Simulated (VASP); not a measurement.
A run of VASP 6.6.1 is set up as follows.

Contents of INCAR:

```
SYSTEM = Al
ALGO = Normal
EDIFF = 1E-6
EDIFFG = -0.01
ENCUT = 600
GGA = RP
IBRION = 2
ISIF = 3
ISMEAR = -1
LASPH = .True.
LCHARG = .False.
LREAL = .False.
LWAVE = .False.
NELM = 80
NSW = 80
PREC = Accurate
SIGMA = 0.1
```

The input KPOINTS:

```
k-points
0
Gamma
  13 13 7
  0 0 0
```

POSCAR

```
Al
1.0
    2.8634814820      0.0000000000      0.0000000000
   -1.4317407410      2.4798477067      0.0000000000
    0.0000000000      0.0000000000      4.6760652602
Al
2
Direct
    0.3333333333      0.6666666667      0.2500000000
    0.6666666667      0.3333333333      0.7500000000
```

Potentials or basis: VASP PAW PBE potentials, release 64 (Al).

The run is started by

```sh
$ cat potpaw_PBE.64/Al/POTCAR > POTCAR
$ mpirun -np 1 vasp_std > vasp.out
```

Q: Predict the space group after relaxing (to 0.05 Å).

A: P6_3/mmc (No. 194).

Q: What does it give for the relaxed volume?

A: 16.88 Å³/atom.

Stress tensor (GPa, compression positive):
```
 0.07  0.00  0.00
 0.00  0.07  0.00
 0.00  0.00 -0.07
```

Caveat: the PAW data sets were made with another functional, which shifts forces and pressure a little.
